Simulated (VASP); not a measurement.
# V (Im-3m) in VASP: notebook, part 2 of 2

VASP 6.6.1. Earlier steps stand in the parts before.

## 4. Relaxation of cell and atoms, BLYP, collinear spin, ferromagnetic start

This run uses another cell than the first one, of 13.89 Å³/atom.

File INCAR:

```
SYSTEM = V
PREC = Accurate
ENCUT = 600
EDIFF = 1E-6
ISMEAR = -1
SIGMA = 0.05
LREAL = .FALSE.
LASPH = .TRUE.
NELM = 150
ALGO = Normal
ISIF = 3
LWAVE = .FALSE.
LCHARG = .FALSE.
ISPIN = 2
MAGMOM = 2
LORBIT = 11
LMAXMIX = 4
GGA = B5
ALDAX = 1.0
AGGAX = 1.0
AGGAC = 1.0
ALDAC = 0.0
IBRION = 2
NSW = 60
EDIFFG = -0.01
```

File KPOINTS:

```
Automatic mesh
0
G
  12 12 12
  0 0 0
```

File POSCAR:

```
V
1.0
   -1.5143500000      1.5143500000      1.5143500000
    1.5143500000     -1.5143500000      1.5143500000
    1.5143500000      1.5143500000     -1.5143500000
V
1
Direct
    0.0000000000      0.0000000000      0.0000000000
```

Launch:

```bash
$ cat potpaw_PBE.64/V_sv/POTCAR > POTCAR
$ mpirun -np 1 vasp_std > vasp.out
```

Run time: 2.2 min. Hardware: 1 thread of Intel Xeon 8259CL, shared host; peak memory 0.17 GiB.

It converged, with:

| Property | Result |
| --- | --- |
| Free energy | -7.8451 eV |
| Relaxed volume | 13.85 Å³/atom |
| Relaxed cell | a = 2.621 Å, b = 2.621 Å, c = 2.621 Å, α = 109.47°, β = 109.47°, γ = 109.47° |
| Space group after relaxing (to 0.1 Å) | Im-3m (No. 229) |
| Energy gained by relaxing | 0.1 meV/atom |
| Ionic steps | 3 |
| Pressure after relaxing | 0.0 GPa |
| Net moment | 0.00 μB per cell |
| Valence electrons inside the program's atomic spheres | V 11.67 |

Final structure:
```
V
1.0
    -1.51297    1.51297    1.51297
     1.51297   -1.51297    1.51297
     1.51297    1.51297   -1.51297
V
1
Direct
  0.00000 0.00000 0.00000
```

Levels at points of the mesh, in eV from the Fermi level:
Spin up:
| k point | band 2 | band 3 | band 4 | band 5 | band 6 | band 7 | band 8 | band 9 | band 10 | band 11 |
| --- | --- | --- | --- | --- | --- | --- | --- | --- | --- | --- |
| (0.00, 0.00, 0.00) | -36.99 | -36.99 | -36.99 | -6.35 | 0.34 | 0.34 | 0.34 | 2.31 | 2.31 | 20.45 |
| (0.50, 0.00, 0.00) | -37.82 | -37.25 | -37.00 | -3.03 | -1.11 | 1.76 | 2.29 | 2.64 | 3.90 | 9.86 |
| (0.50, 0.50, 0.50) | -37.56 | -37.56 | -37.56 | -2.83 | -2.83 | 3.52 | 3.52 | 3.52 | 10.09 | 10.09 |
Spin down:
```tsv
k point	band 4	band 5	band 6	band 7	band 8	band 9
(0.00, 0.00, 0.00)	-36.99	-6.35	0.34	0.34	0.34	2.31
(0.50, 0.00, 0.00)	-37.00	-3.03	-1.11	1.76	2.29	2.64
(0.50, 0.50, 0.50)	-37.56	-2.83	-2.83	3.52	3.52	3.52
```

Caveat: the moments typed at the start vanished in this run; the PAW data sets were made with another functional, which shifts forces and pressure a little.

## 5. Single point, PBE+D3(BJ), collinear spin, ferromagnetic start

This run uses another cell than the first one, of 12.84 Å³/atom.

File INCAR:

```
SYSTEM = V
  PREC = Accurate
  ENCUT = 520
  EDIFF = 1E-6
  ISMEAR = -1
  SIGMA = 0.05
  LREAL = .FALSE.
  LASPH = .TRUE.
  NELM = 150
  ALGO = Normal
  ISIF = 2
  LWAVE = .FALSE.
  LCHARG = .TRUE.
  ISPIN = 2
  MAGMOM = 2
  LORBIT = 11
  LMAXMIX = 4
  GGA = PE
  IVDW = 12
  LELF = .TRUE.
  LVHAR = .TRUE.
  NBANDS = 16
```

File KPOINTS:

```
regular mesh
0
G
  12 12 12
  0 0 0
```

File POSCAR:

```
V
1.0
   -1.4749772258      1.4749772258      1.4749772258
    1.4749772258     -1.4749772258      1.4749772258
    1.4749772258      1.4749772258     -1.4749772258
V
1
Direct
    0.0000000000      0.0000000000      0.0000000000
```

Launch:

```bash
$ cat potpaw_PBE.64/V_sv/POTCAR > POTCAR
$ mpirun -np 1 vasp_std > vasp.out
```

Wall time 49 s (1 thread of Intel Xeon 8259CL, shared host); peak memory 0.16 GiB.

Results (log left out):

| Property | Result |
| --- | --- |
| Free energy | -9.6894 eV |
| Pressure | 0.3 GPa |
| Net moment | 0.00 μB per cell |
| Valence electrons inside the program's atomic spheres | V 11.74 |
| Dispersion energy per atom | -0.714 eV |

Levels at points of the mesh, in eV from the Fermi level:
Spin up:
| k point | band 3 | band 4 | band 5 | band 6 | band 7 | band 8 | band 9 | band 10 |
| --- | --- | --- | --- | --- | --- | --- | --- | --- |
| (0.00, 0.00, 0.00) | -36.87 | -36.87 | -6.68 | 0.43 | 0.43 | 0.43 | 2.57 | 2.57 |
| (0.50, 0.00, 0.00) | -37.19 | -36.88 | -3.33 | -1.22 | 1.83 | 2.58 | 2.96 | 4.39 |
| (0.50, 0.50, 0.50) | -37.58 | -37.58 | -3.21 | -3.21 | 3.97 | 3.97 | 3.97 | 10.68 |
Spin down:
```csv
k point,band 3,band 4,band 5,band 6,band 7,band 8,band 9,band 10
"(0.00, 0.00, 0.00)",-36.87,-36.87,-6.68,0.43,0.43,0.43,2.57,2.57
"(0.50, 0.00, 0.00)",-37.19,-36.88,-3.33,-1.22,1.83,2.58,2.96,4.39
"(0.50, 0.50, 0.50)",-37.58,-37.58,-3.21,-3.21,3.97,3.97,3.97,10.68
```

Caveat: the moments typed at the start vanished in this run.

## 6. Single point, PBEsol, collinear spin, ferromagnetic start

This run uses another cell than the first one, of 12.94 Å³/atom.

File INCAR:

```
SYSTEM = V
ALGO = Normal
EDIFF = 1E-6
ENCUT = 520
GGA = PS
ISIF = 2
ISMEAR = -1
ISPIN = 2
LASPH = .True.
LCHARG = .False.
LMAXMIX = 4
LORBIT = 11
LREAL = .False.
LWAVE = .False.
MAGMOM = 2
NBANDS = 16
NELM = 150
PREC = Accurate
SIGMA = 0.05
```

File KPOINTS:

```
k-points
0
Gamma
  12 12 12
  0 0 0
```

File POSCAR:

```
V
1.0
   -1.4790133116      1.4790133116      1.4790133116
    1.4790133116     -1.4790133116      1.4790133116
    1.4790133116      1.4790133116     -1.4790133116
V
1
Direct
    0.0000000000      0.0000000000      0.0000000000
```

Potentials or basis: VASP PAW PBE potentials, release 64 (V_sv).

Launch:

```bash
$ cat potpaw_PBE.64/V_sv/POTCAR > POTCAR
$ mpirun -np 1 vasp_std > vasp.out
```

It took 52 s on 1 thread of Intel Xeon 8259CL, shared host; peak memory 0.15 GiB.

The run converged. Its results:

- Free energy: -9.6366 eV
- Pressure: 0.2 GPa
- Net moment: 0.00 μB per cell
- Valence electrons inside the program's atomic spheres: V 11.73

Levels at points of the mesh, in eV from the Fermi level:
Spin up:
```csv
k point,band 3,band 4,band 5,band 6,band 7,band 8,band 9,band 10
"(0.00, 0.00, 0.00)",-36.75,-36.75,-6.68,0.43,0.43,0.43,2.54,2.54
"(0.50, 0.00, 0.00)",-37.07,-36.76,-3.32,-1.20,1.80,2.56,2.93,4.38
"(0.50, 0.50, 0.50)",-37.45,-37.45,-3.19,-3.19,3.96,3.96,3.96,10.56
```
Spin down:
| k point | band 3 | band 4 | band 5 | band 6 | band 7 | band 8 | band 9 | band 10 |
| --- | --- | --- | --- | --- | --- | --- | --- | --- |
| (0.00, 0.00, 0.00) | -36.75 | -36.75 | -6.68 | 0.43 | 0.43 | 0.43 | 2.54 | 2.54 |
| (0.50, 0.00, 0.00) | -37.07 | -36.76 | -3.32 | -1.20 | 1.80 | 2.56 | 2.93 | 4.38 |
| (0.50, 0.50, 0.50) | -37.45 | -37.45 | -3.19 | -3.19 | 3.96 | 3.96 | 3.96 | 10.56 |

Caveat: the moments typed at the start vanished in this run; the PAW data sets were made with another functional, which shifts forces and pressure a little.

## 7. Summary

| task | level | cell | cutoff (eV) | smearing | gap on the mesh (eV) | pressure (GPa) | moment (μB) |
| --- | --- | --- | --- | --- | --- | --- | --- |
| single point | BLYP | a = 2.619 Å, angles 109.5°, 1 atom | 520 | fermi-dirac 0.05 eV | none | 0.2 | 0.00 |
| single point | PBE | a = 2.623 Å, angles 109.5°, 1 atom | 520 | gaussian 0.012 eV | none | -5.0 | 0.12 |
| relaxation of cell and atoms | BLYP | relaxed from a = 2.623 Å, angles 109.5°, 1 atom | 600 | fermi-dirac 0.05 eV | none | 0.0 | 0.00 |
| single point | PBE+D3(BJ) | a = 2.555 Å, angles 109.5°, 1 atom | 520 | fermi-dirac 0.05 eV | none | 0.3 | 0.00 |
| single point | PBEsol | a = 2.562 Å, angles 109.5°, 1 atom | 520 | fermi-dirac 0.05 eV | none | 0.2 | 0.00 |

Alike in all rows: potentials or basis VASP PAW PBE potentials, release 64 (V_sv); spin collinear, ferromagnetic start; k mesh 12 × 12 × 12.

Caveats: the moments typed at the start vanished in this run (at least some runs); the PAW data sets were made with another functional, which shifts forces and pressure a little (at least some runs); the cell stands under tension (at least some runs); a moment this small can come from the mesh or the smearing (at least some runs).

Total energies depend on the potentials used, so only differences within one code and one set of settings carry meaning.
